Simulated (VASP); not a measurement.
# Al3B2W (P4/mmm) in VASP: relaxation of cell and atoms with PBE

Aim: the relaxation of cell and atoms of Al3B2W with PBE.

Everything below comes from runs of VASP 6.6.1. Logs are shortened: lines on timing, memory, paths and dates and some standing lists are left out, and cuts for length are marked.

### Step 1. The cell of the first run

Symmetry: P4/mmm, No. 123, tetragonal system. Conventional cell: a = 4.110 Å, b = 4.110 Å, c = 5.792 Å, α = 90.00°, β = 90.00°, γ = 90.00°. Al (site symmetry mmm) has 4 B at 2.28 Å and 4 Al at 2.91 Å within 3.0 Å. Al (site symmetry 4/mmm) has 2 B at 1.91 Å within 2.5 Å. B (site symmetry 4mm) has 5 Al at 1.91 to 2.28 Å and 1 B at 1.97 Å within 2.5 Å. W (site symmetry 4/mmm) has 12 Al at 2.91 to 3.55 Å and 8 B at 3.48 Å within 3.8 Å.

The cell was generated, and may not be a known phase.

### Step 2. Relaxation of cell and atoms, PBE

INCAR reads:

```
ALGO = Normal
EDIFF = 1E-7
EDIFFG = -0.08
ENCUT = 500
GGA = PE
GGA_COMPAT = F
IBRION = 2
ISIF = 3
ISMEAR = 0
LASPH = T
LCHARG = F
LREAL = F
LWAVE = F
NELM = 120
NELMIN = 4
NSW = 36
PREC = Accurate
SIGMA = 0.2
```

KPOINTS reads:

```
k-points
0
Gamma
  4 4 3
```

POSCAR reads:

```
Al3B2W
1.0
    4.1103331100      0.0000000000      0.0000000000
    0.0000000000      4.1103331100      0.0000000000
    0.0000000000      0.0000000000      5.7920936200
Al B W
3 2 1
Direct
    0.0000000000      0.5000000000      0.0000000000
    0.5000000000      0.0000000000      0.0000000000
    0.5000000000      0.5000000000      0.5000000000
    0.5000000000      0.5000000000      0.1698601900
    0.5000000000      0.5000000000      0.8301398100
    0.0000000000      0.0000000000      0.5000000000
```

Potentials or basis: VASP PAW PBE potentials, release 64 (Al, B, W_sv).

On the command line:

```
$ cat potpaw_PBE.64/Al/POTCAR potpaw_PBE.64/B/POTCAR potpaw_PBE.64/W_sv/POTCAR > POTCAR
$ mpirun -np 1 vasp_std > vasp.out
```

OUTCAR:

```text
EDIFF = 1E-7
   EDIFFG = -0.08
   ENCUT = 500
   GGA = PE
   IBRION = 2
   ISIF = 3
   ISMEAR = 0
   LASPH = T
   LREAL = F
   NELM = 120
   NELMIN = 4
   NSW = 36
   PREC = Accurate

 ion  position               nearest neighbor table
   1  0.000  0.500  0.000-   4 2.28   5 2.28   4 2.28   5 2.28   2 2.91   2 2.91   2 2.91   2 2.91

   2  0.500  0.000  0.000-   4 2.28   5 2.28   4 2.28   5 2.28   1 2.91   1 2.91   1 2.91   1 2.91

   3  0.500  0.500  0.500-   4 1.91   5 1.91   6 2.91   6 2.91   6 2.91   6 2.91
   4  0.500  0.500  0.170-   3 1.91   5 1.97   1 2.28   2 2.28   2 2.28   1 2.28
   5  0.500  0.500  0.830-   3 1.91   4 1.97   1 2.28   2 2.28   2 2.28   1 2.28
   6  0.000  0.000  0.500-   3 2.91   3 2.91   3 2.91   3 2.91

  LATTYP: Found a simple tetragonal cell.
 ALAT       =     4.1103331100
 C/A-ratio  =     1.4091543106

  Lattice vectors:

 A1 = (   4.1103331100,   0.0000000000,   0.0000000000)
 A2 = (   0.0000000000,   4.1103331100,   0.0000000000)
 A3 = (   0.0000000000,   0.0000000000,   5.7920936200)

Analysis of symmetry for initial positions (statically):
=====================================================================
 Subroutine PRICEL returns:
 Original cell was already a primitive cell.

 Routine SETGRP: Setting up the symmetry group for a
 simple tetragonal supercell.

 Subroutine GETGRP returns: Found 16 space group operations
 (whereof 16 operations were pure point group operations)
 out of a pool of 16 trial point group operations.

The static configuration has the point symmetry D_4h.

Analysis of symmetry for dynamics (positions and initial velocities):
=====================================================================
 Subroutine PRICEL returns:
 Original cell was already a primitive cell.

 Routine SETGRP: Setting up the symmetry group for a
 simple tetragonal supercell.

 Subroutine GETGRP returns: Found 16 space group operations
 (whereof 16 operations were pure point group operations)
 out of a pool of 16 trial point group operations.

The dynamic configuration has the point symmetry D_4h.

 Subroutine INISYM returns: Found 16 space group operations
 (whereof 16 operations are pure point group operations),
 and found     1 'primitive' translations

----------------------------------------------------------------------------------------

                                     Primitive cell

  volume of cell :      97.8565

  direct lattice vectors                    reciprocal lattice vectors
     4.110333110  0.000000000  0.000000000     0.243289284  0.000000000  0.000000000
     0.000000000  4.110333110  0.000000000     0.000000000  0.243289284  0.000000000
     0.000000000  0.000000000  5.792093620     0.000000000  0.000000000  0.172649143

  length of vectors
     4.110333110  4.110333110  5.792093620     0.243289284  0.243289284  0.172649143

  position of ions in fractional coordinates (direct lattice)
     0.000000000  0.500000000  0.000000000
     0.500000000  0.000000000  0.000000000
     0.500000000  0.500000000  0.500000000
     0.500000000  0.500000000  0.169860190
     0.500000000  0.500000000  0.830139810
     0.000000000  0.000000000  0.500000000

  ion indices of the primitive-cell ions
   primitive index   ion index
                 1           1
                 2           2
                 3           3
                 4           4
                 5           5
                 6           6

----------------------------------------------------------------------------------------

 KPOINTS: k-points

Automatic generation of k-mesh.
 Grid dimensions read from file:
 generate k-points for:    4    4    3

 Generating k-lattice:

  Cartesian coordinates                     Fractional coordinates (reciprocal lattice)
     0.060822321  0.000000000  0.000000000     0.250000000  0.000000000  0.000000000
     0.000000000  0.060822321  0.000000000     0.000000000  0.250000000  0.000000000
     0.000000000  0.000000000  0.057549714     0.000000000  0.000000000  0.333333333

  Length of vectors
     0.060822321  0.060822321  0.057549714

  Shift w.r.t. Gamma in fractional coordinates (k-lattice)
     0.000000000  0.000000000  0.000000000

 Subroutine IBZKPT returns following result:
 ===========================================

 Found     12 irreducible k-points:

 Following reciprocal coordinates:
            Coordinates               Weight
  0.000000  0.000000  0.000000      1.000000
  0.250000  0.000000  0.000000      4.000000
  0.500000  0.000000  0.000000      2.000000
  0.250000  0.250000  0.000000      4.000000
  0.500000  0.250000  0.000000      4.000000
  0.500000  0.500000  0.000000      1.000000
  0.000000  0.000000  0.333333      2.000000
  0.250000  0.000000  0.333333      8.000000
  0.500000  0.000000  0.333333      4.000000
  0.250000  0.250000  0.333333      8.000000
  0.500000  0.250000  0.333333      8.000000
  0.500000  0.500000  0.333333      2.000000
   k-points           NKPTS =     12   k-points in BZ     NKDIM =     12   number of bands    NBANDS=     18
   number of dos      NEDOS =    301   number of ions     NIONS =      6
   total plane-waves  NPLWV =  37800
   dimension x,y,z NGX =    30 NGY =   30 NGZ =   42
   dimension x,y,z NGXF=    60 NGYF=   60 NGZF=   84
   ions per type =               3   2   1
   NGX,Y,Z   is equivalent  to a cutoff of  12.13, 12.13, 12.05 a.u.
   NGXF,Y,Z  is equivalent  to a cutoff of  24.27, 24.27, 24.11 a.u.
 SYSTEM =  unknown system
   PREC   = accura    normal or accurate (medium, high low for compatibility)
   ISTART =      0    job   : 0-new  1-cont  2-samecut
   ICHARG =      2    charge: 1-file 2-atom 10-const
   ISPIN  =      1    spin polarized calculation?
   LNONCOLLINEAR =      F non collinear calculations
   LSORBIT =      F    spin-orbit coupling
   LASPH  =      T    aspherical Exc in radial PAW
   ENCUT  =  500.0 eV  36.75 Ry    6.06 a.u.   7.49  7.49 10.56*2*pi/ulx,y,z
   NELM   =    120;   NELMIN=  4; NELMDL= -5     # of ELM steps
   EDIFF  = 0.1E-06   stopping-criterion for ELM
   LREAL  =      F    real-space projection
   EDIFFG = -.8E-01   stopping-criterion for IOM
   NSW    =     36    number of steps for IOM
   IBRION =      2    ionic relax: 0-MD 1-quasi-New 2-CG
   NFREE  =      1    steps in history (QN), initial steepest desc. (CG)
   ISIF   =      3    stress and relaxation
   ISYM   =      2    0-nonsym 1-usesym 2-fastsym
   POTIM  = 0.5000    time-step for ionic-motion
   TEBEG  =    0.0;   TEEND  =   0.0 temperature during run
   PSTRESS=    0.0 pullay stress
   NELECT =      29.0000    total number of electrons
   NUPDOWN=      -1.0000    fix difference up-down
   EMIN   =  10.00;   EMAX   =-10.00  energy-range for DOS
   EFERMI =   0.00;   METHOD = LEGACY
   ISMEAR =     0;   SIGMA  =   0.20  broadening in eV -4-tet -1-fermi 0-gaus
   EFERMI_NEDOS =   21; number of points for ismear=-14 and -15
   IALGO  =     38    algorithm
   IMIX   =      4    mixing-type and parameters
     AMIX     =   0.40;   BMIX     =  1.00
     AMIX_MAG =   1.60;   BMIX_MAG =  1.00
  volume/ion in A,a.u.               =      16.31       110.06
  Fermi-wavevector in a.u.,A,eV,Ry     =   1.091468  2.062575 16.208650  1.191302
  Thomas-Fermi vector in A             =   2.227714
   LORBIT       =      0    0 simple, 1 ext, 2 COOP (PROOUT), +10 PAW based schemes
   GGA     = PE    functional components
   LHFCALC =     F    Hartree Fock is set to
   AEXX    =    0.0000 exact exchange contribution
   IVDW    =     0    specifies the selected vdW correction
   LEPSILON=     F    determine dielectric tensor
   LRPA    =     F    only Hartree local field effects (RPA)
 conjugate gradient relaxation of ions
 non-spin polarized calculation
 Gauss-broadening in eV      SIGMA  =   0.20
  energy-cutoff  :      500.00
  volume of cell :       97.86
 maximum number of plane-waves:      2513
 NGX is ok and might be reduce to    30
   NGX = 15   NGY = 15   NGZ = 21

--------------------------------------- Ionic step        1  -------------------------------------------

 number of electron      29.0000007 magnetization

 Free energy of the ion-electron system (eV)
  ---------------------------------------------------
  ext. energy  EPLUGINS =         0.00000000
  ---------------------------------------------------
  free energy    TOTEN  =       -29.97578095 eV

  energy without entropy =      -29.87103739  energy(sigma->0) =      -29.92340917

------------------------ aborting loop because EDIFF is reached ----------------------------------------

  FORCE on cell =-STRESS in cart. coord.  units (eV):
  Direction    XX          YY          ZZ          XY          YZ          ZX
  --------------------------------------------------------------------------------------
  -------------------------------------------------------------------------------------
  Total       -7.6537790     -7.6537790     -2.0954704      0.0000000     -0.0000000      0.0000000
  in kB     -125.3132205   -125.3132205    -34.3085602      0.0000000     -0.0000000      0.0000000
  external PRESSURE =     -94.9783337 kB  Pullay stress =       0.0000000 kB
[... 185 lines left out ...]
  energy  without entropy=      -31.0170993139  energy(sigma->0) =      -31.05275140

--------------------------------------- Ionic step        6  -------------------------------------------

 number of electron      29.0000004 magnetization

 Free energy of the ion-electron system (eV)
  ---------------------------------------------------
  ext. energy  EPLUGINS =         0.00000000
  ---------------------------------------------------
  free energy    TOTEN  =       -31.08991650 eV

  energy without entropy =      -31.01831671  energy(sigma->0) =      -31.05411660

 E-fermi :   7.3364     XC(G=0): -10.8014

 val. band max:        7.1986650810   @ k =   0.2500   0.2500   0.3333
 cond. band min:       7.3741748506   @ k =   0.2500   0.2500   0.0000
 fundamental gap:      0.1755097696
 Fermi energy:         7.3363699195

 k-point     1 :       0.0000    0.0000    0.0000
  band No.  band energies     occupation
      1     -66.8278      2.00000
      2     -31.1202      2.00000
      3     -30.8967      2.00000
      4     -30.8967      2.00000
      5      -5.8301      2.00000
      6      -0.2253      2.00000
[... 10 lines left out ...]
     17       9.4529      0.00000
     18       9.6477      0.00000
[... 262 lines left out ...]
  FREE ENERGIE OF THE ION-ELECTRON SYSTEM (eV)
  ---------------------------------------------------
  free  energy   TOTEN  =       -31.0899165000 eV

  energy  without entropy=      -31.0183167091  energy(sigma->0) =      -31.05411660

 reached required accuracy - stopping structural energy minimisation
```

It took 2.1 min on 1 thread of Intel Xeon Platinum 8259CL at 2.50GHz (Skylake/Cascade Lake), shared host; peak memory 0.21 GiB.

Results:

```yaml
Free_energy: -31.0899 eV
Relaxed_volume: 14.30 Å³/atom
Relaxed_cell: a = 3.892 Å, b = 3.892 Å, c = 5.663 Å, α = 90.00°, β = 90.00°, γ = 90.00°
Space_group_after_relaxing_to_0.1_Å: P4/mmm (No. 123)
Energy_gained_by_relaxing: 185.7 meV/atom
Ionic_steps: 6
Pressure_after_relaxing: 0.1 GPa
Largest_force_after_relaxing: 0.042 eV/Å
Band_gap_on_the_k_mesh: zero (an odd number of electrons rules out a gap without spin polarisation)
```

Forces on the atoms (eV/Å):
```
Al   0.000  0.000  0.000
Al   0.000  0.000  0.000
Al   0.000  0.000  0.000
B    0.000  0.000  0.042
B    0.000  0.000 -0.042
W    0.000  0.000  0.000
```

Step by step:
```tsv
step	energy change (eV)	largest force (eV/Å)	pressure (GPa)	volume (Å³)
1	0.0000	4.0302	-9.50	97.86
2	-0.9707	2.4557	2.69	84.73
3	-1.0991	0.2171	-2.14	87.71
4	-1.0996	0.3405	-1.88	87.52
5	-1.1126	0.0607	0.84	85.23
6	-1.1141	0.0417	0.15	85.78
```

Final structure:
```
Al B W
1.0
     3.89173    0.00000    0.00000
     0.00000    3.89173    0.00000
     0.00000    0.00000    5.66344
Al B W
3 2 1
Direct
  0.00000 0.50000 0.00000
  0.50000 0.00000 0.00000
  0.50000 0.50000 0.50000
  0.50000 0.50000 0.14538
  0.50000 0.50000 0.85462
  0.00000 0.00000 0.50000
```

Caveat: the k points lie up to 0.40 Å⁻¹ apart in the final cell, too coarse for converged energies and pressures of a metal; spin-orbit coupling is left out, which moves the levels of the heavy elements; the relaxation stopped at a loose force limit of 0.08 eV/Å, so its end isn't a converged minimum.

The gap in the log of VASP goes by the Fermi energy; the results here count the filled bands.